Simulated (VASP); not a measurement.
Write the native input for VASP 6.6.1 that does the following.

| Item | Value |
| --- | --- |
| Task | single point |
| Functional | PBE0 |
| Potentials or basis | VASP PAW PBE potentials, release 64 (Ge_d) |
| Cutoff | 520 eV |
| k mesh | 4 × 4 × 4 |
| Occupations | fermi-dirac, width 0.05 eV |
| Spin | non-collinear spin, zero start, spin-orbit coupling |
| Starting moments | [[0.0, 0.0, 0.0]] μB |
| Dipole correction | no |
| Grid for exact exchange (PRECFOCK) | Normal |
| Further INCAR settings | ALGO = Normal; EDIFF = 1e-07; NBANDS = 25 |
| Share of exact exchange | 0.25 |

Ge:

```
Ge
1.0
     2.71047    0.00000    0.00000
     0.00000    2.71047    0.00000
     0.00000    0.00000    2.71047
Ge
1
Direct
  0.00000 0.00000 0.00000
```

This isn't the form of Ge at room conditions, which is diamond.

These files were run (other wordings do the same):

POSCAR

```
Ge
1.0
    2.7104700000      0.0000000000      0.0000000000
    0.0000000000      2.7104700000      0.0000000000
    0.0000000000      0.0000000000      2.7104700000
Ge
1
Direct
    0.0000000000      0.0000000000      0.0000000000
```

INCAR.step1

```
SYSTEM = Ge
PREC = Accurate
ENCUT = 520
EDIFF = 1E-5
ISMEAR = -1
SIGMA = 0.05
LREAL = .False.
LASPH = .True.
NELM = 150
ALGO = Normal
ISIF = 2
LWAVE = .True.
MAGMOM = 0 0 0
LORBIT = 11
LSORBIT = .True.
GGA_COMPAT = .False.
LORBMOM = .True.
GGA = PE
NBANDS = 25
```

INCAR.step2

```
SYSTEM = Ge
PREC = Accurate
ENCUT = 520
EDIFF = 1E-7
ISMEAR = -1
SIGMA = 0.05
LREAL = .False.
LASPH = .True.
NELM = 150
ALGO = Normal
ISIF = 2
LWAVE = .False.
LCHARG = .True.
MAGMOM = 0 0 0
LORBIT = 11
LSORBIT = .True.
GGA_COMPAT = .False.
LORBMOM = .True.
GGA = PE
LHFCALC = .True.
AEXX = 0.25
PRECFOCK = Normal
LVHAR = .True.
ISTART = 1
NBANDS = 25
```

KPOINTS

```
regular mesh
0
Gamma
  4 4 4
  0 0 0
```

Potentials or basis: VASP PAW PBE potentials, release 64 (Ge_d).

Launch:

```console
$ cat potpaw_PBE.64/Ge_d/POTCAR > POTCAR
$ cp INCAR.step1 INCAR
$ mpirun -np 1 vasp_ncl > vasp.out
$ cp INCAR.step2 INCAR
$ mpirun -np 1 vasp_ncl > vasp.out
```

It gave:

```
Pressure                                              : -2.0 GPa
Net moment                                            : 0.00 μB per cell
Valence electrons inside the program's atomic spheres : Ge 12.26
```

Caveat: the k points lie up to 0.58 Å⁻¹ apart; the PAW data sets were made with another functional, which shifts forces and pressure a little.

Run time: 10 min on 1 thread of Oxide Virtual Turin-like Processor, on a shared host, peak memory 0.14 GiB.
